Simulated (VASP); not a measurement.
# Na (Fm-3m) in VASP: single point with PBEsol+D4

Aim: the single point of Na with PBEsol+D4.

Program: VASP 6.6.1. These are calculated values, not measurements. Logs are shortened: lines on timing, memory, paths and dates and some standing lists are left out, and cuts for length are marked.

## Step 1: The cell of the first run

Symmetry: Fm-3m, No. 225, cubic system. The conventional cell has a = 9.462 Å, b = 9.462 Å, c = 9.462 Å, α = 90.00°, β = 90.00°, γ = 90.00°. Within 5.4 Å of Na (site symmetry -43m) lie 10 Na at 4.10 to 4.73 Å. Na (site symmetry m-3m) has 8 Na at 4.10 Å within 5.4 Å.

## Step 2: Single point, PBEsol+D4

File INCAR:

```
SYSTEM = Na
ALGO = Normal
EDIFF = 1E-6
ENCUT = 520
GGA = PS
ISIF = 2
ISMEAR = -1
IVDW = 13
LASPH = .True.
LCHARG = .False.
LREAL = .False.
LWAVE = .False.
NBANDS = 18
NELM = 60
PREC = Accurate
SIGMA = 0.15
```

File KPOINTS:

```
k-points
0
Gamma
  4 4 4
  0 0 0
```

File POSCAR:

```
Na
1.0
    0.0000000000      4.7311220000      4.7311220000
    4.7311220000      0.0000000000      4.7311220000
    4.7311220000      4.7311220000      0.0000000000
Na
3
Direct
    0.2500000000      0.2500000000      0.2500000000
    0.7500000000      0.7500000000      0.7500000000
    0.5000000000      0.5000000000      0.5000000000
```

Potentials or basis: VASP PAW PBE potentials, release 64 (Na_pv).

Started as:

```
cat potpaw_PBE.64/Na_pv/POTCAR > POTCAR
mpirun -np 1 vasp_std > vasp.out
```

OUTCAR:

```text
SYSTEM = Na
   EDIFF = 1E-6
   ENCUT = 520
   GGA = PS
   ISIF = 2
   ISMEAR = -1
   IVDW = 13
   LASPH = .True.
   LREAL = .False.
   NELM = 60
   PREC = Accurate

 ion  position               nearest neighbor table
   1  0.250  0.250  0.250-
   2  0.750  0.750  0.750-
   3  0.500  0.500  0.500-

  LATTYP: Found a face centered cubic cell.
 ALAT       =     9.4622440000

  Lattice vectors:

 A1 = (   0.0000000000,   4.7311220000,   4.7311220000)
 A2 = (   4.7311220000,   0.0000000000,   4.7311220000)
 A3 = (   4.7311220000,   4.7311220000,   0.0000000000)

Analysis of symmetry for initial positions (statically):
=====================================================================
 Subroutine PRICEL returns:
 Original cell was already a primitive cell.

 Routine SETGRP: Setting up the symmetry group for a
 face centered cubic supercell.

 Subroutine GETGRP returns: Found 48 space group operations
[... 9 lines left out ...]

 Routine SETGRP: Setting up the symmetry group for a
 face centered cubic supercell.

 Subroutine GETGRP returns: Found 48 space group operations
[... 11 lines left out ...]
                                     Primitive cell

  volume of cell :     211.7983

  direct lattice vectors                    reciprocal lattice vectors
     0.000000000  4.731122000  4.731122000    -0.105683176  0.105683176  0.105683176
     4.731122000  0.000000000  4.731122000     0.105683176 -0.105683176  0.105683176
     4.731122000  4.731122000  0.000000000     0.105683176  0.105683176 -0.105683176

  length of vectors
     6.690816898  6.690816898  6.690816898     0.183048631  0.183048631  0.183048631

  position of ions in fractional coordinates (direct lattice)
     0.250000000  0.250000000  0.250000000
     0.750000000  0.750000000  0.750000000
     0.500000000  0.500000000  0.500000000

  ion indices of the primitive-cell ions
   primitive index   ion index
                 1           1
                 2           2
                 3           3

----------------------------------------------------------------------------------------

 KPOINTS: k-points

Automatic generation of k-mesh.
 Grid dimensions read from file:
 generate k-points for:    4    4    4

 Generating k-lattice:

  Cartesian coordinates                     Fractional coordinates (reciprocal lattice)
[... 36 lines left out ...]
   ICHARG =      2    charge: 1-file 2-atom 10-const
   ISPIN  =      1    spin polarized calculation?
   LNONCOLLINEAR =      F non collinear calculations
   LSORBIT =      F    spin-orbit coupling
   LASPH  =      T    aspherical Exc in radial PAW
   ENCUT  =  520.0 eV  38.22 Ry    6.18 a.u.  12.44 12.44 12.44*2*pi/ulx,y,z
   NELM   =     60;   NELMIN=  2; NELMDL= -5     # of ELM steps
   EDIFF  = 0.1E-05   stopping-criterion for ELM
   LREAL  =      F    real-space projection
   EDIFFG = 0.1E-04   stopping-criterion for IOM
   NSW    =      0    number of steps for IOM
   IBRION =     -1    ionic relax: 0-MD 1-quasi-New 2-CG
   NFREE  =      0    steps in history (QN), initial steepest desc. (CG)
   ISIF   =      2    stress and relaxation
   ISYM   =      2    0-nonsym 1-usesym 2-fastsym
   POTIM  = 0.5000    time-step for ionic-motion
   TEBEG  =    0.0;   TEEND  =   0.0 temperature during run
   PSTRESS=    0.0 pullay stress
   NELECT =      21.0000    total number of electrons
   NUPDOWN=      -1.0000    fix difference up-down
   EMIN   =  10.00;   EMAX   =-10.00  energy-range for DOS
   EFERMI =   0.00;   METHOD = LEGACY
   ISMEAR =    -1;   SIGMA  =   0.15  broadening in eV -4-tet -1-fermi 0-gaus
   EFERMI_NEDOS =   21; number of points for ismear=-14 and -15
   IALGO  =     38    algorithm
   IMIX   =      4    mixing-type and parameters
     AMIX     =   0.40;   BMIX     =  1.00
     AMIX_MAG =   1.60;   BMIX_MAG =  1.00
  volume/ion in A,a.u.               =      70.60       476.43
  Fermi-wavevector in a.u.,A,eV,Ry     =   0.757717  1.431878  7.811585  0.574135
  Thomas-Fermi vector in A             =   1.856126
   LORBIT       =      0    0 simple, 1 ext, 2 COOP (PROOUT), +10 PAW based schemes
   GGA     = PS    functional components
   LHFCALC =     F    Hartree Fock is set to
   AEXX    =    0.0000 exact exchange contribution
   IVDW    =    13    specifies the selected vdW correction
   LEPSILON=     F    determine dielectric tensor
   LRPA    =     F    only Hartree local field effects (RPA)
 non-spin polarized calculation
  energy-cutoff  :      520.00
  volume of cell :      211.80
 maximum number of plane-waves:      5769
 NGX is ok and might be reduce to    50
   NGX = 25   NGY = 25   NGZ = 25

 number of electron      20.9999980 magnetization

 Free energy of the ion-electron system (eV)
  ---------------------------------------------------
  ext. energy  EPLUGINS =         0.00000000
  ---------------------------------------------------
  free energy    TOTEN  =        -3.38176253 eV

  energy without entropy =       -3.21699132  energy(sigma->0) =       -3.29937692

 E-fermi :  -1.0989     XC(G=0):  -4.9807

 val. band max:       -1.2032540451   @ k =   0.5000   0.2500   0.0000
 cond. band min:      -0.7878203843   @ k =  -0.2500   0.2500   0.0000
 fundamental gap:      0.4154336607
 Fermi energy:        -1.0989188643

 k-point     1 :       0.0000    0.0000    0.0000
  band No.  band energies     occupation
      1     -26.5023      2.00000
      2     -26.5023      2.00000
      3     -26.5023      2.00000
      4     -26.5014      2.00000
      5     -26.5014      2.00000
      6     -26.5014      2.00000
[... 145 lines left out ...]
      5     -26.5013      2.00000
      6     -26.5013      2.00000
[... 10 lines left out ...]
     17       2.5703      0.00000
     18       4.7180      0.00000

------------------------ aborting loop because EDIFF is reached ----------------------------------------

  DFT-D4 for vdW energy calculation

  Edisp (eV):   -0.14005

  FORCE on cell =-STRESS in cart. coord.  units (eV):
  Direction    XX          YY          ZZ          XY          YZ          ZX
  --------------------------------------------------------------------------------------
  -------------------------------------------------------------------------------------
  Total       0.32192     0.32192     0.32192    -0.00000    -0.00000    -0.00000
  in kB       2.43522     2.43522     2.43522    -0.00000    -0.00000    -0.00000
  external pressure =        2.44 kB  Pullay stress =        0.00 kB

 VOLUME and BASIS-vectors are now :
 -----------------------------------------------------------------------------
  energy-cutoff  :      520.00
  volume of cell :      211.80
      direct lattice vectors                 reciprocal lattice vectors
     0.000000000  4.731122000  4.731122000    -0.105683176  0.105683176  0.105683176
     4.731122000  0.000000000  4.731122000     0.105683176 -0.105683176  0.105683176
     4.731122000  4.731122000  0.000000000     0.105683176  0.105683176 -0.105683176

 POSITION                                       TOTAL-FORCE (eV/Angst)
 -----------------------------------------------------------------------------------
      2.36556      2.36556      2.36556        -0.000000     -0.000000     -0.000000
      7.09668      7.09668      7.09668         0.000000      0.000000      0.000000
      4.73112      4.73112      4.73112         0.000000     -0.000000      0.000000
 -----------------------------------------------------------------------------------
    total drift:                               -0.000000     -0.000000     -0.000000

  FREE ENERGIE OF THE ION-ELECTRON SYSTEM (eV)
  ---------------------------------------------------
  free  energy   TOTEN  =        -3.5218125552 eV

  energy  without entropy=       -3.3570413474  energy(sigma->0) =       -3.43942695
```

OSZICAR:

```text
N       E                     dE             d eps       ncg     rms          rms(c)
DAV:   1     0.141693802008E+03    0.14169E+03   -0.10146E+04   344   0.916E+02
DAV:   2     0.455314214800E+01   -0.13714E+03   -0.13592E+03   290   0.275E+02
DAV:   3    -0.324377777423E+01   -0.77969E+01   -0.77665E+01   338   0.831E+01
DAV:   4    -0.338038886530E+01   -0.13661E+00   -0.13658E+00   346   0.111E+01
DAV:   5    -0.338340556391E+01   -0.30167E-02   -0.30167E-02   342   0.184E+00    0.363E-01
DAV:   6    -0.338172051050E+01    0.16851E-02   -0.70488E-03   380   0.113E+00    0.237E-01
DAV:   7    -0.338200666278E+01   -0.28615E-03   -0.98199E-03   362   0.119E+00    0.815E-02
DAV:   8    -0.338174377149E+01    0.26289E-03   -0.13101E-03   346   0.572E-01    0.120E-02
DAV:   9    -0.338176220380E+01   -0.18432E-04   -0.36905E-05   310   0.772E-02    0.712E-03
DAV:  10    -0.338176338892E+01   -0.11851E-05   -0.18644E-05   322   0.636E-02    0.223E-03
DAV:  11    -0.338176252806E+01    0.86086E-06   -0.83420E-07   242   0.120E-02
   1 F= -.35218126E+01 E0= -.34394270E+01  d E =-.164771E+00
```

stdout:

```text
POSCAR found type information on POSCAR Na
 POSCAR found :  1 types and       3 ions
 scaLAPACK will be used
 -----------------------------------------------------------------------------
|                                                                             |
|                                                                             |
|     You enforced a specific xc type in the INCAR file but a different       |
|     I HOPE YOU KNOW WHAT YOU ARE DOING!                                     |
|                                                                             |
 -----------------------------------------------------------------------------

 LDA part: xc-table for (Slater+PW92), standard interpolation
 POSCAR, INCAR and KPOINTS ok, starting setup
 FFT: planning ... GRIDC
 FFT: planning ... GRID_SOFT
 FFT: planning ... GRID
 WAVECAR not read
 entering main loop
```

It took 17 s on 1 thread of AMD EPYC 9R45 (Zen 5), shared host; peak memory 0.29 GiB.

What came out:

* Free energy: -3.5218 eV
* Pressure: 0.2 GPa
* Dispersion energy per atom: -0.047 eV

Caveat: the PAW data sets were made with another functional, which shifts forces and pressure a little; pairwise dispersion overbinds metals, which lowers pressure and volume.
